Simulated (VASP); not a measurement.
# Pt2Rh: relaxation of cell and atoms with PBE

The system is Pt2Rh.

```xyz
6
Lattice="0.0000 3.5204 3.5204 3.5204 0.0000 3.5204 3.5204 3.5204 0.0000" Properties=species:S:1:pos:R:3 pbc="T T T"
Rh    0.0000    0.0000    0.0000
Rh    1.7602    1.7602    1.7602
Pt    4.4005    4.4005    4.4005
Pt    4.4005    2.6403    2.6403
Pt    2.6403    2.6403    4.4005
Pt    2.6403    4.4005    2.6403
```

* Program: VASP 6.6.1
* Task: relaxation of cell and atoms
* Functional: PBE
* Potentials or basis: VASP PAW PBE potentials, release 64 (Rh_pv, Pt)
* Cutoff: 600 eV
* k mesh: 4 × 4 × 4
* Occupations: gaussian, width 0.1 eV
* Spin: no spin polarisation
* Dipole correction: no
* Further INCAR settings: ALGO = Fast; EDIFF = 1e-06; IBRION = 2; EDIFFG = -0.04; NSW = 90; ISIF = 3

```
Relaxed volume                         : 16.40 Å³/atom
Relaxed cell                           : a = 5.183 Å, b = 5.183 Å, c = 5.183 Å, α = 60.00°, β = 60.00°, γ = 60.00°
Space group after relaxing (to 0.05 Å) : Fd-3m (No. 227)
Energy gained by relaxing              : 180.5 meV/atom
Ionic steps                            : 5
Pressure after relaxing                : 0.0 GPa
Band gap on the k mesh                 : zero (band 35 reaches 10.50 eV, above the bottom of band 36 at 9.33 eV)
```

Step by step:
| step | energy change (eV) | largest force (eV/Å) | pressure (GPa) | volume (Å³) |
| --- | --- | --- | --- | --- |
| 1 | 0.0000 | 0.0000 | 35.27 | 87.26 |
| 2 | 3.3404 | 0.0000 | -27.99 | 134.26 |
| 3 | -1.0675 | 0.0000 | -3.18 | 99.96 |
| 4 | -1.0824 | 0.0000 | -0.63 | 98.72 |
| 5 | -1.0830 | 0.0000 | 0.00 | 98.43 |

Final structure:
```cif
data_structure
_symmetry_space_group_name_H-M 'P 1'
_symmetry_Int_Tables_number 1
_cell_length_a 5.1826
_cell_length_b 5.1826
_cell_length_c 5.1826
_cell_angle_alpha 60.000
_cell_angle_beta 60.000
_cell_angle_gamma 60.000
_cell_volume 98.43
loop_
_atom_site_label
_atom_site_type_symbol
_atom_site_fract_x
_atom_site_fract_y
_atom_site_fract_z
_atom_site_occupancy
Rh1 Rh 0.00000 0.00000 0.00000 1
Rh2 Rh 0.25000 0.25000 0.25000 1
Pt1 Pt 0.62500 0.62500 0.62500 1
Pt2 Pt 0.12500 0.62500 0.62500 1
Pt3 Pt 0.62500 0.62500 0.12500 1
Pt4 Pt 0.62500 0.12500 0.62500 1
```

Levels at points of the mesh, in eV from the Fermi level:
```
           k point  band 31  band 32  band 33  band 34  band 35  band 36  band 37  band 38  band 39  band 40
(0.00, 0.00, 0.00)    -0.42    -0.42     0.25     0.25     0.97     1.30     1.30     1.30     3.53     3.53
(0.50, 0.00, 0.00)    -1.11    -0.83    -0.66     0.09     0.09     0.13     0.13     1.30     1.96     3.37
(0.50, 0.50, 0.00)    -0.57    -0.57    -0.25    -0.25    -0.20    -0.20    -0.10    -0.10     2.82     2.82
```

It took 3.1 min on 1 thread of AMD EPYC 7R13 Processor (Zen 3), with other jobs on the host, peak memory 0.23 GiB.

Caveat: the k points lie up to 0.37 Å⁻¹ apart in the final cell; spin-orbit coupling is left out, which moves the levels of the heavy elements.
